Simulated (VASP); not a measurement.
Write the native input for VASP 6.6.1 that does the following.

| Quantity | Value |
| --- | --- |
| Task | single point |
| Functional | HSE06 |
| Potentials or basis | VASP PAW PBE potentials, release 64 (Pb_d, Te) |
| Cutoff | 520 eV |
| k mesh | 6 × 6 × 6 |
| Occupations | gaussian, width 0.01 eV |
| Spin | no spin polarisation |
| Dipole correction | no |
| Grid for exact exchange (PRECFOCK) | Normal |
| Further INCAR settings | ALGO = Normal; EDIFF = 1e-06; NBANDS = 17 |
| Share of exact exchange | 0.25 |
| Screening parameter | 0.2079 1/Å |

Crystal: TePb.

```
CELL_PARAMETERS angstrom
0.00000 3.25899 3.25899
3.25899 0.00000 3.25899
3.25899 3.25899 0.00000
ATOMIC_POSITIONS crystal
Pb 0.00000 0.00000 0.00000
Te 0.50000 0.50000 0.50000
```

These files were run (other wordings do the same):

POSCAR

```
TePb
1.0
    0.0000000000      3.2589942923      3.2589942923
    3.2589942923      0.0000000000      3.2589942923
    3.2589942923      3.2589942923      0.0000000000
Pb Te
1 1
Direct
    0.0000000000      0.0000000000      0.0000000000
    0.5000000000      0.5000000000      0.5000000000
```

INCAR.step1

```
SYSTEM = TePb
PREC     = Accurate       ! precision mode
ENCUT    = 520            ! plane-wave cutoff, eV
EDIFF    = 1E-5           ! SCF threshold, eV
ISMEAR   = 0              ! smearing method
SIGMA    = 0.01           ! smearing width, eV
LREAL    = .FALSE.        ! projectors in reciprocal space
LASPH    = .TRUE.         ! aspherical terms in the spheres
NELM     = 100            ! most SCF steps
ALGO     = Normal         ! electronic algorithm
ISIF     = 2              ! what is computed and relaxed
LWAVE    = .TRUE.         ! write WAVECAR
LCHARG   = .FALSE.        ! write CHGCAR
NBANDS   = 17             ! bands
GGA      = PE             ! functional
```

INCAR.step2

```
SYSTEM = TePb
PREC     = Accurate       ! precision mode
ENCUT    = 520            ! plane-wave cutoff, eV
EDIFF    = 1E-6           ! SCF threshold, eV
ISMEAR   = 0              ! smearing method
SIGMA    = 0.01           ! smearing width, eV
LREAL    = .FALSE.        ! projectors in reciprocal space
LASPH    = .TRUE.         ! aspherical terms in the spheres
NELM     = 100            ! most SCF steps
ALGO     = Normal         ! electronic algorithm
ISIF     = 2              ! what is computed and relaxed
LWAVE    = .FALSE.        ! write WAVECAR
LCHARG   = .FALSE.        ! write CHGCAR
GGA      = PE             ! functional
LHFCALC  = .TRUE.         ! exact exchange
HFSCREEN = 0.2079         ! screening, 1/A
PRECFOCK = Normal       
NBANDS   = 17             ! bands
ISTART   = 1
```

KPOINTS

```
regular mesh
0
G
  6 6 6
  0 0 0
```

Potentials or basis: VASP PAW PBE potentials, release 64 (Pb_d, Te).

Run with:

```sh
$ cat potpaw_PBE.64/Pb_d/POTCAR potpaw_PBE.64/Te/POTCAR > POTCAR
$ cp INCAR.step1 INCAR
$ mpirun -np 1 vasp_std > vasp.out
$ cp INCAR.step2 INCAR
$ mpirun -np 1 vasp_std > vasp.out
```

Results of the run:

| Item | Value |
| --- | --- |
| Pressure | -0.2 GPa |
| Band gap on the k mesh | 1.14 eV |

Caveat: the PAW data sets were made with another functional, which shifts forces and pressure a little; spin-orbit coupling is left out, which moves the levels of the heavy elements.

Run time: 44 min on 1 thread of Intel(R) Xeon(R) 6975P-C (Granite Rapids), on a shared host, peak memory 0.34 GiB.
